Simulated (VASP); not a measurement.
Write the native input for VASP 6.6.1 that does the following.

```yaml
Task: single point
Functional: PBEsol
Potentials_or_basis: VASP PAW PBE potentials, release 64 (Ir)
Cutoff: 520 eV
k_mesh: 22 × 22 × 22
Occupations: gaussian, width 0.15 eV
Spin: no spin polarisation
Dipole_correction: no
Further_INCAR_settings: ALGO = Normal; EDIFF = 1e-06; NBANDS = 10
```

The structure of Ir lies in POSCAR:

```
Ir
1.0
    0.0000000000      1.9197000000      1.7757225000
    1.9197000000      0.0000000000      1.7757225000
    1.9197000000      1.9197000000      0.0000000000
Ir
1
Direct
    0.0000000000      0.0000000000      0.0000000000
```

This cell differs from its parent crystal: strain -0.0750 x Voigt [0, 0, 1, 0, 0, 0].

The input as run:

INCAR

```
ALGO = Normal
EDIFF = 1E-6
ENCUT = 520
GGA = PS
ISIF = 2
ISMEAR = 0
LASPH = T
LCHARG = F
LREAL = F
LWAVE = F
NBANDS = 10
NELM = 60
PREC = Accurate
SIGMA = 0.15
```

KPOINTS

```
k-points
0
Gamma
  22 22 22
```

Potentials or basis: VASP PAW PBE potentials, release 64 (Ir).

Launch:

```console
$ cat potpaw_PBE.64/Ir/POTCAR > POTCAR
$ mpirun -np 1 vasp_std > vasp.out
```

Results of the run:

The pressure is 36.1 GPa and the band gap on the k mesh is zero (an odd number of electrons rules out a gap without spin polarisation).

Caveat: the cell differs from its parent crystal (strain -0.0750 x Voigt [0, 0, 1, 0, 0, 0]); the cell stands under pressure; the PAW data sets were made with another functional, which shifts forces and pressure a little; spin-orbit coupling is left out, which moves the levels of the heavy elements.

Run time: 2.1 min on 1 thread of Intel Xeon 8259CL (shared host), peak memory 0.23 GiB.
